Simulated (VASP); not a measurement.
# Ta (C2/c) in VASP: single point with PBE

Aim: the single point of Ta with PBE.

Everything below comes from runs of VASP 6.6.1. Logs are shortened: lines on timing, memory, paths and dates and some standing lists are left out, and cuts for length are marked.

**1. The cell of the first run**

The structure is monoclinic, space group C2/c (No. 15). Conventional cell: a = 2.817 Å, b = 9.882 Å, c = 2.976 Å, α = 90.00°, β = 115.72°, γ = 90.00°. Within 3.7 Å of Ta (site symmetry 2) lie 14 Ta at 2.82 to 3.56 Å.

**2. Single point, PBE**

The input, INCAR:

```
PREC = Accurate
ENCUT = 520
EDIFF = 1E-6
ISMEAR = 0
SIGMA = 0.1
LREAL = False
LASPH = True
NELM = 100
ALGO = Normal
ISIF = 2
LWAVE = False
LCHARG = True
GGA = PE
LELF = True
LVHAR = True
NBANDS = 18
```

The input, KPOINTS:

```
regular mesh
0
Gamma
  6 6 6
```

The input, POSCAR:

```
Ta
1.0
    1.3830335853     -4.9409506166     -0.2668995273
    1.3830335853      4.9409506166     -0.2668995273
   -0.7600824567      0.0000000000      2.8773853471
Ta
2
Direct
    0.8740761543      0.1259238457      0.2500000000
    0.1259238457      0.8740761543      0.7500000000
```

Potentials or basis: VASP PAW PBE potentials, release 64 (Ta_pv).

The run is started by

```bash
> cat potpaw_PBE.64/Ta_pv/POTCAR > POTCAR
> mpirun -np 1 vasp_std > vasp.out
```

OUTCAR:

```text
PREC = Accurate
   ENCUT = 520
   EDIFF = 1E-6
   ISMEAR = 0
   LREAL = False
   LASPH = True
   NELM = 100
   ISIF = 2
   GGA = PE

 ion  position               nearest neighbor table
   1  0.874  0.126  0.250-   2 2.90   2 2.90   2 2.90   2 2.90   2 3.47   2 3.47   2 3.56   2 3.56

   2  0.126  0.874  0.750-   1 2.90   1 2.90   1 2.90   1 2.90   1 3.47   1 3.47   1 3.56   1 3.56

  LATTYP: Found a base centered monoclinic cell.
 ALAT       =     2.8171029486
 B/A-ratio  =     3.5078239644
 C/A-ratio  =     1.0564339852
 COS(beta)  =    -0.4339711085

  Lattice vectors:

 A1 = (   1.3830335853,  -4.9409506166,  -0.2668995273)
 A2 = (   1.3830335853,   4.9409506166,  -0.2668995273)
 A3 = (  -0.7600824567,   0.0000000000,   2.8773853471)

Analysis of symmetry for initial positions (statically):
=====================================================================
 Subroutine PRICEL returns:
 Original cell was already a primitive cell.

 Routine SETGRP: Setting up the symmetry group for a
 base centered monoclinic supercell.

 Subroutine GETGRP returns: Found  4 space group operations
 (whereof  2 operations were pure point group operations)
 out of a pool of  4 trial point group operations.

The static configuration has the point symmetry S_2 .
 The point group associated with its full space group is C_2h.

Analysis of symmetry for dynamics (positions and initial velocities):
=====================================================================
 Subroutine PRICEL returns:
 Original cell was already a primitive cell.

 Routine SETGRP: Setting up the symmetry group for a
 base centered monoclinic supercell.

 Subroutine GETGRP returns: Found  4 space group operations
 (whereof  2 operations were pure point group operations)
 out of a pool of  4 trial point group operations.

The dynamic configuration has the point symmetry S_2 .
 The point group associated with its full space group is C_2h.

 Subroutine INISYM returns: Found  4 space group operations
 (whereof  2 operations are pure point group operations),
 and found     1 'primitive' translations

----------------------------------------------------------------------------------------

                                     Primitive cell

  volume of cell :      37.3205

  direct lattice vectors                    reciprocal lattice vectors
[... 84 lines left out ...]
   LASPH  =      T    aspherical Exc in radial PAW
   ENCUT  =  520.0 eV  38.22 Ry    6.18 a.u.   9.55  9.55  5.53*2*pi/ulx,y,z
   NELM   =    100;   NELMIN=  2; NELMDL= -5     # of ELM steps
   EDIFF  = 0.1E-05   stopping-criterion for ELM
   LREAL  =      F    real-space projection
   EDIFFG = 0.1E-04   stopping-criterion for IOM
   NSW    =      0    number of steps for IOM
   IBRION =     -1    ionic relax: 0-MD 1-quasi-New 2-CG
   NFREE  =      0    steps in history (QN), initial steepest desc. (CG)
   ISIF   =      2    stress and relaxation
   ISYM   =      2    0-nonsym 1-usesym 2-fastsym
   POTIM  = 0.5000    time-step for ionic-motion
   TEBEG  =    0.0;   TEEND  =   0.0 temperature during run
   PSTRESS=    0.0 pullay stress
   NELECT =      22.0000    total number of electrons
   NUPDOWN=      -1.0000    fix difference up-down
   EMIN   =  10.00;   EMAX   =-10.00  energy-range for DOS
   EFERMI =   0.00;   METHOD = LEGACY
   ISMEAR =     0;   SIGMA  =   0.10  broadening in eV -4-tet -1-fermi 0-gaus
   EFERMI_NEDOS =   21; number of points for ismear=-14 and -15
   IALGO  =     38    algorithm
   IMIX   =      4    mixing-type and parameters
     AMIX     =   0.40;   BMIX     =  1.00
     AMIX_MAG =   1.60;   BMIX_MAG =  1.00
  volume/ion in A,a.u.               =      18.66       125.93
  Fermi-wavevector in a.u.,A,eV,Ry     =   1.372671  2.593972 25.636446  1.884226
  Thomas-Fermi vector in A             =   2.498257
   LORBIT       =      0    0 simple, 1 ext, 2 COOP (PROOUT), +10 PAW based schemes
   GGA     = PE    functional components
   LHFCALC =     F    Hartree Fock is set to
   AEXX    =    0.0000 exact exchange contribution
   IVDW    =     0    specifies the selected vdW correction
   LEPSILON=     F    determine dielectric tensor
   LRPA    =     F    only Hartree local field effects (RPA)
 non-spin polarized calculation
 Gauss-broadening in eV      SIGMA  =   0.10
  energy-cutoff  :      520.00
  volume of cell :       37.32
 maximum number of plane-waves:      1020
 NGX is ok and might be reduce to    40
   NGX = 19   NGY = 19   NGZ = 11

 number of electron      22.0000002 magnetization

 Free energy of the ion-electron system (eV)
  ---------------------------------------------------
  ext. energy  EPLUGINS =         0.00000000
  ---------------------------------------------------
  free energy    TOTEN  =       -23.33380103 eV

  energy without entropy =      -23.32416165  energy(sigma->0) =      -23.32898134

 E-fermi :   5.3707     XC(G=0): -12.4285

 val. band max:        5.3151054156   @ k =   0.5000   0.5000   0.0000
 cond. band min:       5.3777571055   @ k =   0.3333   0.3333   0.1667
 fundamental gap:      0.0626516900
 Fermi energy:         5.3706701851

 k-point     1 :       0.0000    0.0000    0.0000
  band No.  band energies     occupation
      1     -29.0976      2.00000
      2     -28.2217      2.00000
      3     -28.0372      2.00000
      4     -28.0265      2.00000
      5     -27.9319      2.00000
      6     -27.9237      2.00000
[... 481 lines left out ...]
      5     -27.9575      2.00000
      6     -27.9504      2.00000
[... 10 lines left out ...]
     17       9.8163      0.00000
     18      12.4501      0.00000

 [... further k-points ...]

------------------------ aborting loop because EDIFF is reached ----------------------------------------

  FORCE on cell =-STRESS in cart. coord.  units (eV):
  Direction    XX          YY          ZZ          XY          YZ          ZX
  --------------------------------------------------------------------------------------
  -------------------------------------------------------------------------------------
  Total        0.0022829      0.1050993      0.0185363      0.0000000      0.0000000     -0.0055790
  in kB        0.0980039      4.5119323      0.7957668      0.0000000      0.0000000     -0.2395086
  external PRESSURE =       1.8019010 kB  Pullay stress =       0.0000000 kB

 VOLUME and BASIS-vectors are now :
 -----------------------------------------------------------------------------
  energy-cutoff  :      520.00
  volume of cell :       37.32
      direct lattice vectors                 reciprocal lattice vectors
     1.383033585 -4.940950617 -0.266899527     0.380943640 -0.101195102  0.100629058
     1.383033585  4.940950617 -0.266899527     0.380943640  0.101195102  0.100629058
    -0.760082457  0.000000000  2.877385347     0.070670880  0.000000000  0.366205971

 POSITION                                       TOTAL-FORCE (eV/Angst)
 -----------------------------------------------------------------------------------
      1.19301     -3.69658      0.45245         0.000000     -0.000169     -0.000000
      0.81297      3.69658      1.89114        -0.000000      0.000169      0.000000
 -----------------------------------------------------------------------------------
    total drift:                               -0.000000     -0.000000      0.000000

  FREE ENERGIE OF THE ION-ELECTRON SYSTEM (eV)
  ---------------------------------------------------
  free  energy   TOTEN  =       -23.3338010339 eV

  energy  without entropy=      -23.3241616539  energy(sigma->0) =      -23.32898134
```

stdout:

```text
POSCAR found type information on POSCAR Ta
 POSCAR found :  1 types and       2 ions
 scaLAPACK will be used
 LDA part: xc-table for (Slater+PW92), standard interpolation
 POSCAR, INCAR and KPOINTS ok, starting setup
 FFT: planning ... GRIDC
 FFT: planning ... GRID_SOFT
 FFT: planning ... GRID
 WAVECAR not read
 entering main loop
```

Wall time 72 s (1 thread of Intel Xeon 8259CL, shared host); peak memory 0.2 GiB.

What came out:

```
Free energy            : -23.3338 eV
Pressure               : 0.2 GPa
Band gap on the k mesh : zero (band 11 reaches 6.69 eV, above the bottom of band 12 at 4.40 eV)
```

Caveat: the k points lie up to 0.43 Å⁻¹ apart; spin-orbit coupling is left out, which moves the levels of the heavy elements.
